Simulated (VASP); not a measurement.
Wanted: the native input for a VASP 6.6.1 run.

| Item | Value |
| --- | --- |
| Task | relaxation of cell and atoms |
| Functional | PBE |
| Potentials or basis | VASP PAW PBE potentials, release 64 (Hf_pv, Be) |
| Cutoff | 600 eV |
| k mesh | 9 × 9 × 9 |
| Occupations | fermi-dirac, width 0.05 eV |
| Spin | no spin polarisation |
| Dipole correction | no |
| Further INCAR settings | ALGO = Fast; EDIFF = 1e-06; IBRION = 2; EDIFFG = -0.01; NSW = 60; ISIF = 3 |

The structure of Hf3Be lies in POSCAR:

```
Hf3Be
1.0
   -2.0920000000      2.0920000000      4.3530460000
    2.0920000000     -2.0920000000      4.3530460000
    2.0920000000      2.0920000000     -4.3530460000
Hf Be
3 1
Direct
    0.5000000000      0.5000000000      0.0000000000
    0.2500000000      0.7500000000      0.5000000000
    0.7500000000      0.2500000000      0.5000000000
    0.0000000000      0.0000000000      0.0000000000
```

The input as run:

INCAR

```
SYSTEM = Hf3Be
PREC = Accurate ; ENCUT = 600
EDIFF = 1E-6 ; ISMEAR = -1
SIGMA = 0.05 ; LREAL = .FALSE.
LASPH = .TRUE. ; NELM = 100
ALGO = Fast ; ISIF = 3
LWAVE = .FALSE. ; LCHARG = .FALSE.
GGA = PE ; IBRION = 2
NSW = 60 ; EDIFFG = -0.01
```

KPOINTS

```
regular mesh
0
G
  9 9 9
  0 0 0
```

Potentials or basis: VASP PAW PBE potentials, release 64 (Hf_pv, Be).

Run with:

```sh
$ cat potpaw_PBE.64/Hf_pv/POTCAR potpaw_PBE.64/Be/POTCAR > POTCAR
$ mpirun -np 1 vasp_std > vasp.out
```

Results of the run:

```yaml
Relaxed_volume: 19.00 Å³/atom
Relaxed_cell: a = 5.269 Å, b = 5.269 Å, c = 5.269 Å, α = 133.34°, β = 133.34°, γ = 68.12°
Space_group_after_relaxing_to_0.1_Å: I4/mmm (No. 139)
Energy_gained_by_relaxing: 0.2 meV/atom
Ionic_steps: 4
Pressure_after_relaxing: 0.0 GPa
Band_gap_on_the_k_mesh: zero (bands 16 and 17 overlap by 0.62 eV)
```

Caveat: spin-orbit coupling is left out, which moves the levels of the heavy elements.

Run time: 14 min on 1 thread of Oxide Virtual Turin-like Processor, on a shared host, peak memory 0.31 GiB.
